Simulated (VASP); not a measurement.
# BaZrO3 (Pm-3m) in VASP: single point with PBE

Aim: the single point of BaZrO3 with PBE.

Program: VASP 6.6.1. These are calculated values, not measurements. Logs are shortened: lines on timing, memory, paths and dates and some standing lists are left out, and cuts for length are marked.

**1. The cell of the first run**

It takes space group Pm-3m (No. 221, cubic). The conventional cell has a = 4.191 Å, b = 4.191 Å, c = 4.191 Å, α = 90.00°, β = 90.00°, γ = 90.00°. Ba (site symmetry m-3m) has 12 O at 2.96 Å and 8 Zr at 3.63 Å within 3.9 Å. Zr (site symmetry m-3m) has 6 O at 2.10 Å within 2.8 Å. Within 2.8 Å of O (site symmetry 4/mmm) lie 2 Zr at 2.10 Å.

**2. Single point, PBE**

INCAR reads:

```
PREC = Accurate
ENCUT = 520
EDIFF = 1E-6
ISMEAR = 0
SIGMA = 0.01
LREAL = False
LASPH = True
NELM = 60
ALGO = Normal
ISIF = 2
LWAVE = False
LCHARG = True
GGA = PE
LELF = True
LVHAR = True
NBANDS = 28
```

KPOINTS reads:

```
regular mesh
0
Gamma
  4 4 4
```

POSCAR reads:

```
BaZrO3
1.0
    4.1913400000      0.0000000000      0.0000000000
    0.0000000000      4.1913400000      0.0000000000
    0.0000000000      0.0000000000      4.1913400000
Ba Zr O
1 1 3
Direct
    0.0000000000      0.0000000000      0.0000000000
    0.5000000000      0.5000000000      0.5000000000
    0.0000000000      0.5000000000      0.5000000000
    0.5000000000      0.0000000000      0.5000000000
    0.5000000000      0.5000000000      0.0000000000
```

Potentials or basis: VASP PAW PBE potentials, release 64 (Ba_sv, Zr_sv, O).

The run is started by

```console
> cat potpaw_PBE.64/Ba_sv/POTCAR potpaw_PBE.64/Zr_sv/POTCAR potpaw_PBE.64/O/POTCAR > POTCAR
> mpirun -np 1 vasp_std > vasp.out
```

OUTCAR:

```text
PREC = Accurate
   ENCUT = 520
   EDIFF = 1E-6
   ISMEAR = 0
   LREAL = False
   LASPH = True
   NELM = 60
   ISIF = 2
   GGA = PE

 ion  position               nearest neighbor table
   1  0.000  0.000  0.000-   3 2.96   4 2.96   5 2.96   3 2.96   4 2.96   3 2.96   5 2.96   3 2.96
                             4 2.96   5 2.96   4 2.96   5 2.96   2 3.63   2 3.63   2 3.63   2 3.63
   2  0.500  0.500  0.500-   3 2.10   4 2.10   5 2.10   5 2.10   4 2.10   3 2.10   1 3.63   1 3.63
                             1 3.63   1 3.63   1 3.63   1 3.63   1 3.63   1 3.63
   3  0.000  0.500  0.500-   2 2.10   2 2.10   1 2.96   1 2.96   1 2.96   1 2.96
   4  0.500  0.000  0.500-   2 2.10   2 2.10   1 2.96   1 2.96   1 2.96   1 2.96
   5  0.500  0.500  0.000-   2 2.10   2 2.10   1 2.96   1 2.96   1 2.96   1 2.96

  LATTYP: Found a simple cubic cell.
 ALAT       =     4.1913400000

  Lattice vectors:

 A1 = (   4.1913400000,   0.0000000000,   0.0000000000)
 A2 = (   0.0000000000,   4.1913400000,   0.0000000000)
 A3 = (   0.0000000000,   0.0000000000,   4.1913400000)

Analysis of symmetry for initial positions (statically):
=====================================================================
 Subroutine PRICEL returns:
 Original cell was already a primitive cell.

 Routine SETGRP: Setting up the symmetry group for a
 simple cubic supercell.

 Subroutine GETGRP returns: Found 48 space group operations
 (whereof 48 operations were pure point group operations)
 out of a pool of 48 trial point group operations.

The static configuration has the point symmetry O_h .

Analysis of symmetry for dynamics (positions and initial velocities):
=====================================================================
 Subroutine PRICEL returns:
 Original cell was already a primitive cell.

 Routine SETGRP: Setting up the symmetry group for a
 simple cubic supercell.

 Subroutine GETGRP returns: Found 48 space group operations
 (whereof 48 operations were pure point group operations)
 out of a pool of 48 trial point group operations.

The dynamic configuration has the point symmetry O_h .

 Subroutine INISYM returns: Found 48 space group operations
 (whereof 48 operations are pure point group operations),
 and found     1 'primitive' translations

----------------------------------------------------------------------------------------

                                     Primitive cell

  volume of cell :      73.6307

  direct lattice vectors                    reciprocal lattice vectors
     4.191340000  0.000000000  0.000000000     0.238587182  0.000000000  0.000000000
     0.000000000  4.191340000  0.000000000     0.000000000  0.238587182  0.000000000
     0.000000000  0.000000000  4.191340000     0.000000000  0.000000000  0.238587182

  length of vectors
     4.191340000  4.191340000  4.191340000     0.238587182  0.238587182  0.238587182

  position of ions in fractional coordinates (direct lattice)
     0.000000000  0.000000000  0.000000000
     0.500000000  0.500000000  0.500000000
     0.000000000  0.500000000  0.500000000
     0.500000000  0.000000000  0.500000000
     0.500000000  0.500000000  0.000000000

  ion indices of the primitive-cell ions
   primitive index   ion index
                 1           1
                 2           2
                 3           3
                 4           4
                 5           5

----------------------------------------------------------------------------------------

 KPOINTS: regular mesh

Automatic generation of k-mesh.
 Grid dimensions read from file:
 generate k-points for:    4    4    4

 Generating k-lattice:

  Cartesian coordinates                     Fractional coordinates (reciprocal lattice)
     0.059646796  0.000000000  0.000000000     0.250000000  0.000000000  0.000000000
     0.000000000  0.059646796  0.000000000     0.000000000  0.250000000  0.000000000
     0.000000000  0.000000000  0.059646796     0.000000000  0.000000000  0.250000000

  Length of vectors
     0.059646796  0.059646796  0.059646796

  Shift w.r.t. Gamma in fractional coordinates (k-lattice)
     0.000000000  0.000000000  0.000000000

 Subroutine IBZKPT returns following result:
 ===========================================

 Found     10 irreducible k-points:

 Following reciprocal coordinates:
            Coordinates               Weight
  0.000000  0.000000  0.000000      1.000000
  0.250000  0.000000  0.000000      6.000000
  0.500000  0.000000  0.000000      3.000000
  0.250000  0.250000  0.000000     12.000000
  0.500000  0.250000  0.000000     12.000000
  0.500000  0.500000  0.000000      3.000000
  0.250000  0.250000  0.250000      8.000000
  0.500000  0.250000  0.250000     12.000000
  0.500000  0.500000  0.250000      6.000000
  0.500000  0.500000  0.500000      1.000000
   k-points           NKPTS =     10   k-points in BZ     NKDIM =     10   number of bands    NBANDS=     28
   number of dos      NEDOS =    301   number of ions     NIONS =      5
   total plane-waves  NPLWV =  32768
   dimension x,y,z NGX =    32 NGY =   32 NGZ =   32
   dimension x,y,z NGXF=    64 NGYF=   64 NGZF=   64
   ions per type =               1   1   3
   NGX,Y,Z   is equivalent  to a cutoff of  12.69, 12.69, 12.69 a.u.
   NGXF,Y,Z  is equivalent  to a cutoff of  25.39, 25.39, 25.39 a.u.
 SYSTEM =  unknown system
   PREC   = accura    normal or accurate (medium, high low for compatibility)
   ISTART =      0    job   : 0-new  1-cont  2-samecut
   ICHARG =      2    charge: 1-file 2-atom 10-const
   ISPIN  =      1    spin polarized calculation?
   LNONCOLLINEAR =      F non collinear calculations
   LSORBIT =      F    spin-orbit coupling
   LASPH  =      T    aspherical Exc in radial PAW
   ENCUT  =  520.0 eV  38.22 Ry    6.18 a.u.   7.79  7.79  7.79*2*pi/ulx,y,z
   NELM   =     60;   NELMIN=  2; NELMDL= -5     # of ELM steps
   EDIFF  = 0.1E-05   stopping-criterion for ELM
   LREAL  =      F    real-space projection
   EDIFFG = 0.1E-04   stopping-criterion for IOM
   NSW    =      0    number of steps for IOM
   IBRION =     -1    ionic relax: 0-MD 1-quasi-New 2-CG
   NFREE  =      0    steps in history (QN), initial steepest desc. (CG)
   ISIF   =      2    stress and relaxation
   ISYM   =      2    0-nonsym 1-usesym 2-fastsym
   POTIM  = 0.5000    time-step for ionic-motion
   TEBEG  =    0.0;   TEEND  =   0.0 temperature during run
   PSTRESS=    0.0 pullay stress
   NELECT =      40.0000    total number of electrons
   NUPDOWN=      -1.0000    fix difference up-down
   EMIN   =  10.00;   EMAX   =-10.00  energy-range for DOS
   EFERMI =   0.00;   METHOD = LEGACY
   ISMEAR =     0;   SIGMA  =   0.01  broadening in eV -4-tet -1-fermi 0-gaus
   EFERMI_NEDOS =   21; number of points for ismear=-14 and -15
   IALGO  =     38    algorithm
   IMIX   =      4    mixing-type and parameters
     AMIX     =   0.40;   BMIX     =  1.00
     AMIX_MAG =   1.60;   BMIX_MAG =  1.00
  volume/ion in A,a.u.               =      14.73        99.38
  Fermi-wavevector in a.u.,A,eV,Ry     =   1.335802  2.524299 24.277770  1.784366
  Thomas-Fermi vector in A             =   2.464478
   LORBIT       =      0    0 simple, 1 ext, 2 COOP (PROOUT), +10 PAW based schemes
   GGA     = PE    functional components
   LHFCALC =     F    Hartree Fock is set to
   AEXX    =    0.0000 exact exchange contribution
   IVDW    =     0    specifies the selected vdW correction
   LEPSILON=     F    determine dielectric tensor
   LRPA    =     F    only Hartree local field effects (RPA)
 non-spin polarized calculation
 Gauss-broadening in eV      SIGMA  =   0.01
  energy-cutoff  :      520.00
  volume of cell :       73.63
 maximum number of plane-waves:      2000
 NGX is ok and might be reduce to    32
   NGX = 15   NGY = 15   NGZ = 15

 number of electron      40.0000000 magnetization

 Free energy of the ion-electron system (eV)
  ---------------------------------------------------
  ext. energy  EPLUGINS =         0.00000000
  ---------------------------------------------------
  free energy    TOTEN  =       -41.67606150 eV

  energy without entropy =      -41.67606150  energy(sigma->0) =      -41.67606150

 E-fermi :   3.9007     XC(G=0): -10.7713

 val. band max:        3.7922456424   @ k =   0.5000   0.5000   0.5000
 cond. band min:       6.9751671610   @ k =   0.0000   0.0000   0.0000
 fundamental gap:      3.1829215187
 Fermi energy:         3.9006930550

 k-point     1 :       0.0000    0.0000    0.0000
  band No.  band energies     occupation
      1     -43.2375      2.00000
      2     -21.5258      2.00000
      3     -21.3978      2.00000
      4     -21.3978      2.00000
      5     -21.3978      2.00000
      6     -12.5800      2.00000
[... 20 lines left out ...]
     27      11.2319      0.00000
     28      11.2319      0.00000

 k-point     2 :       0.2500    0.0000    0.0000
  band No.  band energies     occupation
      1     -43.2358      2.00000
      2     -21.6752      2.00000
      3     -21.3944      2.00000
      4     -21.3944      2.00000
      5     -21.3439      2.00000
      6     -12.6346      2.00000
[... 20 lines left out ...]
     27      11.2322      0.00000
     28      11.6826      0.00000

 k-point     3 :       0.5000    0.0000    0.0000
  band No.  band energies     occupation
      1     -43.2341      2.00000
      2     -21.7992      2.00000
      3     -21.3910      2.00000
      4     -21.3910      2.00000
      5     -21.3087      2.00000
      6     -12.7512      2.00000
[... 20 lines left out ...]
     27      11.2141      0.00000
     28      12.3079      0.00000

 k-point     4 :       0.2500    0.2500    0.0000
  band No.  band energies     occupation
      1     -43.2341      2.00000
      2     -21.6640      2.00000
      3     -21.5224      2.00000
      4     -21.3911      2.00000
      5     -21.3289      2.00000
      6     -12.5211      2.00000
[... 144 lines left out ...]
     27      11.4182      0.00000
     28      12.5635      0.00000

 k-point     9 :       0.5000    0.5000    0.2500
  band No.  band energies     occupation
      1     -43.2291      2.00000
      2     -21.6362      2.00000
      3     -21.6362      2.00000
      4     -21.5114      2.00000
      5     -21.4144      2.00000
      6     -11.9169      2.00000
[... 20 lines left out ...]
     27      11.9097      0.00000
     28      13.1816      0.00000

 k-point    10 :       0.5000    0.5000    0.5000
  band No.  band energies     occupation
      1     -43.2275      2.00000
      2     -21.6313      2.00000
      3     -21.6313      2.00000
      4     -21.6313      2.00000
      5     -21.3962      2.00000
      6     -11.3635      2.00000
[... 20 lines left out ...]
     27      12.9342      0.00000
     28      12.9342      0.00000

------------------------ aborting loop because EDIFF is reached ----------------------------------------

  FORCE on cell =-STRESS in cart. coord.  units (eV):
  Direction    XX          YY          ZZ          XY          YZ          ZX
  --------------------------------------------------------------------------------------
  -------------------------------------------------------------------------------------
  Total        2.3537645      2.3537645      2.3537645      0.0000000      0.0000000      0.0000000
  in kB       51.2170925     51.2170925     51.2170925      0.0000000      0.0000000      0.0000000
  external PRESSURE =      51.2170925 kB  Pullay stress =       0.0000000 kB

 VOLUME and BASIS-vectors are now :
 -----------------------------------------------------------------------------
  energy-cutoff  :      520.00
  volume of cell :       73.63
      direct lattice vectors                 reciprocal lattice vectors
     4.191340000  0.000000000  0.000000000     0.238587182  0.000000000  0.000000000
     0.000000000  4.191340000  0.000000000     0.000000000  0.238587182  0.000000000
     0.000000000  0.000000000  4.191340000     0.000000000  0.000000000  0.238587182

 POSITION                                       TOTAL-FORCE (eV/Angst)
 -----------------------------------------------------------------------------------
      0.00000      0.00000      0.00000         0.000000      0.000000      0.000000
      2.09567      2.09567      2.09567         0.000000      0.000000      0.000000
      0.00000      2.09567      2.09567         0.000000      0.000000      0.000000
      2.09567      0.00000      2.09567         0.000000      0.000000      0.000000
      2.09567      2.09567      0.00000         0.000000      0.000000      0.000000
 -----------------------------------------------------------------------------------
    total drift:                                0.000000     -0.000000     -0.000000

  FREE ENERGIE OF THE ION-ELECTRON SYSTEM (eV)
  ---------------------------------------------------
  free  energy   TOTEN  =       -41.6760615022 eV

  energy  without entropy=      -41.6760615022  energy(sigma->0) =      -41.67606150
```

Run time: 16 s. Hardware: 1 thread of Intel Xeon 6975P-C, shared host; peak memory 0.18 GiB.

What came out:

| Item | Value |
| --- | --- |
| Free energy | -41.6761 eV |
| Pressure | 5.1 GPa |
| Band gap on the k mesh | 3.18 eV, indirect (least direct gap 3.41 eV) |

Levels at points of the mesh, in eV from the valence-band top:
```
           k point  band 16  band 17  band 18  band 19  band 20  band 21  band 22  band 23  band 24  band 25
(0.00, 0.00, 0.00)    -0.98    -0.98    -0.22    -0.22    -0.22     3.18     3.18     3.18     4.65     4.65
(0.50, 0.00, 0.00)    -1.73    -1.73    -1.68    -0.45    -0.45     3.63     5.70     5.70     6.43     6.68
(0.50, 0.50, 0.00)    -2.40    -0.93    -0.93    -0.79    -0.08     5.67     5.67     6.45     6.50     7.69
(0.50, 0.50, 0.50)    -2.54    -2.54     0.00     0.00     0.00     5.98     5.98     5.98     6.99     6.99
```

Caveat: spin-orbit coupling is left out, which moves the levels of the heavy elements.
